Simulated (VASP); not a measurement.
# Ni (Fm-3m) in VASP: further runs

Ni is run at these levels: PBE; tasks: single point, relaxation of cell and atoms.

All numbers are computed with VASP 6.6.1; they aren't measurements. Logs are shortened: lines on timing, memory, paths and dates and some standing lists are left out, and cuts for length are marked.

### 1 The cell of the first run

It takes space group Fm-3m (No. 225, cubic). The conventional cell has a = 3.519 Å, b = 3.519 Å, c = 3.519 Å, α = 90.00°, β = 90.00°, γ = 90.00°. Within 3.3 Å of Ni (site symmetry m-3m) lie 12 Ni at 2.49 Å.

### 2 Single point, PBE, collinear spin, ferromagnetic start

INCAR reads:

```
ALGO = Normal
EDIFF = 1E-6
ENCUT = 520
GGA = PE
ISIF = 2
ISMEAR = 0
ISPIN = 2
LASPH = T
LCHARG = F
LMAXMIX = 4
LORBIT = 11
LREAL = F
LWAVE = F
MAGMOM = 0.81
NBANDS = 15
NELM = 150
PREC = Accurate
SIGMA = 0.1
```

KPOINTS reads:

```
k-points
0
Gamma
  20 20 20
```

POSCAR reads:

```
Ni
1.0
    0.0000000000      1.7592606522      1.7592606522
    1.7592606522      0.0000000000      1.7592606522
    1.7592606522      1.7592606522      0.0000000000
Ni
1
Direct
    0.0000000000      0.0000000000      0.0000000000
```

Potentials or basis: VASP PAW PBE potentials, release 64 (Ni).

The run is started by

```bash
> cat potpaw_PBE.64/Ni/POTCAR > POTCAR
> mpirun -np 1 vasp_std > vasp.out
```

OUTCAR:

```text
EDIFF = 1E-6
   ENCUT = 520
   GGA = PE
   ISIF = 2
   ISMEAR = 0
   ISPIN = 2
   LASPH = T
   LORBIT = 11
   LREAL = F
   NELM = 150
   PREC = Accurate

 ion  position               nearest neighbor table
   1  0.000  0.000  0.000-

  LATTYP: Found a face centered cubic cell.
 ALAT       =     3.5185213044

  Lattice vectors:

 A1 = (   0.0000000000,   1.7592606522,   1.7592606522)
 A2 = (   1.7592606522,   0.0000000000,   1.7592606522)
 A3 = (   1.7592606522,   1.7592606522,   0.0000000000)

Analysis of symmetry for initial positions (statically):
=====================================================================
 Subroutine PRICEL returns:
 Original cell was already a primitive cell.

 Routine SETGRP: Setting up the symmetry group for a
 face centered cubic supercell.

 Subroutine GETGRP returns: Found 48 space group operations
 (whereof 48 operations were pure point group operations)
 out of a pool of 48 trial point group operations.

The static configuration has the point symmetry O_h .

Analysis of symmetry for dynamics (positions and initial velocities):
=====================================================================
 Subroutine PRICEL returns:
 Original cell was already a primitive cell.

 Routine SETGRP: Setting up the symmetry group for a
 face centered cubic supercell.

 Subroutine GETGRP returns: Found 48 space group operations
 (whereof 48 operations were pure point group operations)
 out of a pool of 48 trial point group operations.

The dynamic configuration has the point symmetry O_h .

Analysis of structural, dynamic, and magnetic symmetry:
=====================================================================
 Subroutine PRICEL returns:
 Original cell was already a primitive cell.

 Routine SETGRP: Setting up the symmetry group for a
 face centered cubic supercell.

 Subroutine GETGRP returns: Found 48 space group operations
 (whereof 48 operations were pure point group operations)
 out of a pool of 48 trial point group operations.

The overall configuration has the point symmetry O_h .

 Subroutine INISYM returns: Found 48 space group operations
 (whereof 48 operations are pure point group operations),
 and found     1 'primitive' translations

----------------------------------------------------------------------------------------

                                     Primitive cell

  volume of cell :      10.8898

  direct lattice vectors                    reciprocal lattice vectors
     0.000000000  1.759260652  1.759260652    -0.284210301  0.284210301  0.284210301
     1.759260652  0.000000000  1.759260652     0.284210301 -0.284210301  0.284210301
     1.759260652  1.759260652  0.000000000     0.284210301  0.284210301 -0.284210301

  length of vectors
     2.487970274  2.487970274  2.487970274     0.492266682  0.492266682  0.492266682

  position of ions in fractional coordinates (direct lattice)
     0.000000000  0.000000000  0.000000000

  ion indices of the primitive-cell ions
   primitive index   ion index
                 1           1

----------------------------------------------------------------------------------------

 KPOINTS: k-points

Automatic generation of k-mesh.
 Grid dimensions read from file:
 generate k-points for:   20   20   20

 Generating k-lattice:

  Cartesian coordinates                     Fractional coordinates (reciprocal lattice)
    -0.014210515  0.014210515  0.014210515     0.050000000  0.000000000  0.000000000
     0.014210515 -0.014210515  0.014210515     0.000000000  0.050000000  0.000000000
     0.014210515  0.014210515 -0.014210515     0.000000000  0.000000000  0.050000000

  Length of vectors
     0.024613334  0.024613334  0.024613334

  Shift w.r.t. Gamma in fractional coordinates (k-lattice)
     0.000000000  0.000000000  0.000000000

 Subroutine IBZKPT returns following result:
 ===========================================

 Found    256 irreducible k-points:

 Following reciprocal coordinates:
            Coordinates               Weight
  0.000000  0.000000  0.000000      1.000000
  0.050000  0.000000  0.000000      8.000000
  0.100000  0.000000  0.000000      8.000000
  0.150000  0.000000  0.000000      8.000000
  0.200000  0.000000  0.000000      8.000000
  0.250000  0.000000  0.000000      8.000000
[... 16 lines left out ...]
 -0.400000  0.050000  0.000000     24.000000
 -0.350000  0.050000  0.000000     24.000000
 [... further k-points ...]
   k-points           NKPTS =    256   k-points in BZ     NKDIM =    256   number of bands    NBANDS=     15
   number of dos      NEDOS =    301   number of ions     NIONS =      1
   total plane-waves  NPLWV =   8000
   dimension x,y,z NGX =    20 NGY =   20 NGZ =   20
   dimension x,y,z NGXF=    40 NGYF=   40 NGZF=   40
   ions per type =               1
   NGX,Y,Z   is equivalent  to a cutoff of  13.36, 13.36, 13.36 a.u.
   NGXF,Y,Z  is equivalent  to a cutoff of  26.73, 26.73, 26.73 a.u.
 SYSTEM =  unknown system
   PREC   = accura    normal or accurate (medium, high low for compatibility)
   ISTART =      0    job   : 0-new  1-cont  2-samecut
   ICHARG =      2    charge: 1-file 2-atom 10-const
   ISPIN  =      2    spin polarized calculation?
   LNONCOLLINEAR =      F non collinear calculations
   LSORBIT =      F    spin-orbit coupling
   LASPH  =      T    aspherical Exc in radial PAW
   ENCUT  =  520.0 eV  38.22 Ry    6.18 a.u.   4.63  4.63  4.63*2*pi/ulx,y,z
   NELM   =    150;   NELMIN=  2; NELMDL= -5     # of ELM steps
   EDIFF  = 0.1E-05   stopping-criterion for ELM
   LREAL  =      F    real-space projection
   EDIFFG = 0.1E-04   stopping-criterion for IOM
   NSW    =      0    number of steps for IOM
   IBRION =     -1    ionic relax: 0-MD 1-quasi-New 2-CG
   NFREE  =      0    steps in history (QN), initial steepest desc. (CG)
   ISIF   =      2    stress and relaxation
   ISYM   =      2    0-nonsym 1-usesym 2-fastsym
   POTIM  = 0.5000    time-step for ionic-motion
   TEBEG  =    0.0;   TEEND  =   0.0 temperature during run
   PSTRESS=    0.0 pullay stress
   NELECT =      10.0000    total number of electrons
   NUPDOWN=      -1.0000    fix difference up-down
   EMIN   =  10.00;   EMAX   =-10.00  energy-range for DOS
   EFERMI =   0.00;   METHOD = LEGACY
   ISMEAR =     0;   SIGMA  =   0.10  broadening in eV -4-tet -1-fermi 0-gaus
   EFERMI_NEDOS =   21; number of points for ismear=-14 and -15
   IALGO  =     38    algorithm
   IMIX   =      4    mixing-type and parameters
     AMIX     =   0.40;   BMIX     =  1.00
     AMIX_MAG =   1.60;   BMIX_MAG =  1.00
  volume/ion in A,a.u.               =      10.89        73.49
  Fermi-wavevector in a.u.,A,eV,Ry     =   1.591236  3.007000 34.450394  2.532033
  Thomas-Fermi vector in A             =   2.689808
   LORBIT       =     11    0 simple, 1 ext, 2 COOP (PROOUT), +10 PAW based schemes
   GGA     = PE    functional components
   LHFCALC =     F    Hartree Fock is set to
   AEXX    =    0.0000 exact exchange contribution
   IVDW    =     0    specifies the selected vdW correction
   LEPSILON=     F    determine dielectric tensor
   LRPA    =     F    only Hartree local field effects (RPA)
 spin polarized calculation
 Gauss-broadening in eV      SIGMA  =   0.10
  energy-cutoff  :      520.00
  volume of cell :       10.89
 maximum number of plane-waves:       305
   NGX =  9   NGY =  9   NGZ =  9

 number of electron      10.0000009 magnetization       0.6274572

 Free energy of the ion-electron system (eV)
  ---------------------------------------------------
  ext. energy  EPLUGINS =         0.00000000
  ---------------------------------------------------
  free energy    TOTEN  =        -5.47513405 eV

  energy without entropy =       -5.46635855  energy(sigma->0) =       -5.47074630

 E-fermi :   9.3646     XC(G=0): -13.2502

 val. band max:        9.3639094614   @ k =  -0.4500   0.5000   0.0500
 cond. band min:       9.3646303812   @ k =   0.4000   0.0000   0.0000
 fundamental gap:      0.0007209198
 Fermi energy:         9.3645937448

 spin component 1

 k-point     1 :       0.0000    0.0000    0.0000
  band No.  band energies     occupation
      1       0.3604      1.00000
      2       6.9282      1.00000
      3       6.9282      1.00000
      4       6.9282      1.00000
      5       8.1056      1.00000
      6       8.1056      1.00000
      7      33.0810      0.00000
      8      36.9339      0.00000
      9      36.9339      0.00000
     10      36.9339      0.00000
     11      39.8679      0.00000
     12      39.8679      0.00000
     13      39.8679      0.00000
     14      42.8369      0.00000
     15      49.1226      0.00000

 k-point     2 :       0.0500    0.0000    0.0000
  band No.  band energies     occupation
      1       0.4583      1.00000
      2       6.9028      1.00000
      3       6.9502      1.00000
      4       6.9502      1.00000
      5       8.0961      1.00000
      6       8.0961      1.00000
      7      32.7858      0.00000
      8      35.5685      0.00000
      9      36.6868      0.00000
     10      36.6868      0.00000
     11      40.2287      0.00000
     12      40.2287      0.00000
     13      40.7793      0.00000
     14      43.6083      0.00000
     15      48.0863      0.00000
[... 365 lines left out ...]
      3       7.0185      1.00000
      4       7.8027      1.00000
      5       8.5969      1.00000
      6       9.0974      0.99992
      7      16.6319      0.00000
      8      30.9684      0.00000
      9      33.1181      0.00000
     10      34.4395      0.00000
     11      37.2135      0.00000
     12      38.6149      0.00000
     13      43.5159      0.00000
     14      52.1834      0.00000
     15      53.1716      0.00000

 k-point    24 :      -0.3500    0.0500    0.0000
  band No.  band energies     occupation
      1       4.1861      1.00000
      2       7.0161      1.00000
      3       7.0708      1.00000
      4       7.1916      1.00000
      5       8.4348      1.00000
      6       8.7842      1.00000
      7      18.4971      0.00000
      8      31.0390      0.00000
      9      33.4031      0.00000
     10      35.2618      0.00000
     11      37.2432      0.00000
     12      39.0813      0.00000
     13      43.3008      0.00000
     14      49.9769      0.00000
     15      51.5608      0.00000

 [... further k-points ...]

 spin component 2

 k-point     1 :       0.0000    0.0000    0.0000
  band No.  band energies     occupation
      1       0.3236      1.00000
      2       7.6846      1.00000
      3       7.6846      1.00000
      4       7.6846      1.00000
      5       8.6908      1.00000
      6       8.6908      1.00000
      7      32.9158      0.00000
      8      36.9131      0.00000
      9      36.9131      0.00000
     10      36.9131      0.00000
     11      39.9679      0.00000
     12      39.9679      0.00000
     13      39.9679      0.00000
     14      42.7118      0.00000
     15      49.3198      0.00000

 k-point     2 :       0.0500    0.0000    0.0000
  band No.  band energies     occupation
      1       0.4216      1.00000
      2       7.6559      1.00000
      3       7.7076      1.00000
      4       7.7076      1.00000
      5       8.6807      1.00000
      6       8.6807      1.00000
      7      32.6531      0.00000
      8      35.5584      0.00000
      9      36.6860      0.00000
     10      36.6860      0.00000
     11      40.3052      0.00000
     12      40.3052      0.00000
     13      40.8037      0.00000
     14      43.5230      0.00000
     15      48.2560      0.00000
[... 365 lines left out ...]
      3       7.6404      1.00000
      4       8.0790      1.00000
      5       9.3449      0.60995
      6       9.7120      0.00000
      7      16.9450      0.00000
      8      30.9062      0.00000
      9      33.1393      0.00000
     10      34.5281      0.00000
     11      37.2532      0.00000
     12      38.6382      0.00000
     13      43.6111      0.00000
     14      52.2515      0.00000
     15      53.5204      0.00000

 k-point    24 :      -0.3500    0.0500    0.0000
  band No.  band energies     occupation
      1       4.4001      1.00000
      2       7.5526      1.00000
      3       7.6622      1.00000
      4       7.7034      1.00000
      5       9.1657      0.99754
      6       9.4785      0.05359
      7      18.7403      0.00000
      8      31.0048      0.00000
      9      33.4008      0.00000
     10      35.3647      0.00000
     11      37.2704      0.00000
     12      39.0993      0.00000
     13      43.3622      0.00000
     14      50.0484      0.00000
     15      51.7777      0.00000

 [... further k-points ...]
[... 5 lines left out ...]
  --------------------------------------------------------------------------------------
  -------------------------------------------------------------------------------------
  Total       -0.0009657     -0.0009657     -0.0009657      0.0000000      0.0000000     -0.0000000
  in kB       -0.1420870     -0.1420870     -0.1420870      0.0000000      0.0000000     -0.0000000
  external PRESSURE =      -0.1420870 kB  Pullay stress =       0.0000000 kB

 VOLUME and BASIS-vectors are now :
 -----------------------------------------------------------------------------
  energy-cutoff  :      520.00
  volume of cell :       10.89
      direct lattice vectors                 reciprocal lattice vectors
     0.000000000  1.759260652  1.759260652    -0.284210301  0.284210301  0.284210301
     1.759260652  0.000000000  1.759260652     0.284210301 -0.284210301  0.284210301
     1.759260652  1.759260652  0.000000000     0.284210301  0.284210301 -0.284210301

 POSITION                                       TOTAL-FORCE (eV/Angst)
 -----------------------------------------------------------------------------------
      0.00000      0.00000      0.00000         0.000000     -0.000000      0.000000
 -----------------------------------------------------------------------------------
    total drift:                                0.000000      0.000000      0.000000

  FREE ENERGIE OF THE ION-ELECTRON SYSTEM (eV)
  ---------------------------------------------------
  free  energy   TOTEN  =        -5.4751340479 eV

  energy  without entropy=       -5.4663585459  energy(sigma->0) =       -5.47074630

 total charge

# of ion       s       p       d       tot
------------------------------------------
    1        0.497   0.497   8.314   9.308

 magnetization (x)

# of ion       s       p       d       tot
------------------------------------------
    1       -0.007  -0.025   0.672   0.640
```

Wall time 41 s (1 thread of Intel Xeon 6975P-C (Granite Rapids), shared host); peak memory 0.17 GiB.

Results:

* Free energy: -5.4751 eV
* Pressure: 0.0 GPa
* Net moment: 0.63 μB per cell
* Site moments: Ni +0.64 μB
* Valence electrons inside the program's atomic spheres: Ni 9.31

[end of part 1 of 4]
